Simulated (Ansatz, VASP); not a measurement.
## Bi in VASP and in Ansatz

```xyz
2
Lattice="2.2655 1.3080 4.1353 -2.2655 1.3080 4.1353 0.0000 -2.6160 4.1353" Properties=species:S:1:pos:R:3 pbc="T T T"
Bi    0.0000    0.0000    2.8726
Bi    0.0000    0.0000    9.5333
```

Alike in both runs: functional r2SCAN; k mesh 12 × 12 × 12; occupations fermi-dirac, width 0.15 eV; no spin polarisation.

Ansatz relaxed the structure, and its values are those at the end. VASP's run is a single point on that final structure, the one shown.

|  | VASP | Ansatz |
| --- | --- | --- |
| version | VASP 6.6.1 | Ansatz 0.2.0 |
| potentials or method | VASP PAW PBE potentials, release 64 (Bi_d), cutoff 520 eV | scalar-relativistic, plane waves, PAW |
| valence electrons in the cell | 30 | 30 |

```tsv
	VASP	Ansatz	Ansatz less VASP
gap on the k mesh at the Fermi level (eV)	none	none	-
pressure (GPa)	0.0	0.0	+0.05
rms of the force components (eV/Å)	0.005	0.000	-0.0054
```

VASP's potentials were made for PBE, not for r2SCAN. A gap of «none» marks a metal or a gap that the smearing closes.

Spin-orbit coupling is off throughout.
